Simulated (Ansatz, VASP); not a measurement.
In3C in VASP and in Ansatz

```
In C
1.0
    -2.82335    2.82335    2.82335
     2.82335   -2.82335    2.82335
     2.82335    2.82335   -2.82335
In C
3 1
Direct
  0.00000 0.50000 0.50000
  0.50000 0.00000 0.50000
  0.50000 0.50000 0.00000
  0.00000 0.00000 0.00000
```

Change from the starting cell: species swapped into the Sb3Au type (Im-3m, No. 229).

Alike in both runs: functional PBE; k mesh 12 × 12 × 12; occupations gaussian, width 0.1 eV; no spin polarisation.

Ansatz relaxed the structure, and its values are those at the end. VASP's run is a single point on that final structure, the one shown.

|  | VASP | Ansatz |
| --- | --- | --- |
| version | VASP 6.6.1 | Ansatz 0.2.0 |
| potentials or method | VASP PAW PBE potentials, release 64 (In_d, C), cutoff 520 eV | scalar-relativistic, plane waves, PAW |
| valence electrons in the cell | 43 | 43 |

|  | VASP | Ansatz | Ansatz less VASP |
| --- | --- | --- | --- |
| gap on the k mesh at the Fermi level (eV) | none | none | - |
| pressure (GPa) | 0.0 | 0.0 | +0.02 |

A gap of «none» marks a metal or a gap that the smearing closes. The functional is the same, so the differences come from potentials, cutoffs and numerics.
